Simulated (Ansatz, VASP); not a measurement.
## Cd in VASP and in Ansatz

INCAR

```
SYSTEM = Cd
ALGO = Normal ; EDIFF = 1E-6
ENCUT = 520 ; GGA = PS
ISIF = 2 ; ISMEAR = -1
LASPH = .TRUE. ; LCHARG = .FALSE.
LREAL = .FALSE. ; LWAVE = .FALSE.
NBANDS = 12 ; NELM = 60
PREC = Accurate ; SIGMA = 0.08
```

KPOINTS

```
k-points
0
G
  17 17 17
  0 0 0
```

Contents of POSCAR:

```
Cd
1.0
    0.0000000000      1.6515521524      1.6515521524
    1.6515521524      0.0000000000      1.6515521524
    1.6515521524      1.6515521524      0.0000000000
Cd
1
Direct
    0.0000000000      0.0000000000      0.0000000000
```

Input for Ansatz:

```yaml
crystal:
  lattice:
    - [0.0, 1.6515521524, 1.6515521524]
    - [1.6515521524, 0.0, 1.6515521524]
    - [1.6515521524, 1.6515521524, 0.0]
  atoms:
    - { symbol: Cd, position: [0.0, 0.0, 0.0] }
kpoints:
  mp_grid: { grid: [17, 17, 17] }
  band_path:
    path:
      - [0.0, 0.0, 0.0]
      - [0.5, 0.0, 0.5]
      - [0.625, 0.25, 0.625]
      - [0.375, 0.375, 0.75]
      - [0.0, 0.0, 0.0]
      - [0.5, 0.5, 0.5]
      - [0.5, 0.25, 0.75]
      - [0.5, 0.0, 0.5]
    npoints: 8
scf:
  occupations: { method: fermi_dirac, width: 0.08 }
hamiltonian:
  xc: pbesol
  pseudopotentials: { kind: all_electron, lapw: { basis_error: 0.001 } }
output:
  forces: true
  stress: true
  eigenvalues: true
  populations: true
  dos: { projected: true, de: 0.2, e_range: [-14, 8] }
```

Change from the starting cell: volume scaled by 0.43, LAPW.

Alike in both runs: task single point; functional PBEsol; k mesh 17 × 17 × 17; occupations fermi-dirac, width 0.08 eV; no spin polarisation.

```csv
,VASP,Ansatz
version,VASP 6.6.1,Ansatz 0.2.0
potentials or method,"VASP PAW PBE potentials, release 64 (Cd), cutoff 520 eV","all-electron LAPW, scalar-relativistic"
```

Ansatz gave:

* pressure (GPa): 504.7

Which values does VASP return?

Pressure (GPa): 533.6.

VASP's potentials were made for PBE, not for PBEsol. Both programs put the cell under a high pressure, so it lies far from rest at this level. Ansatz ran all-electron here, and VASP with PAW potentials.

Noted on VASP's run: the cell as given lies far from equilibrium.
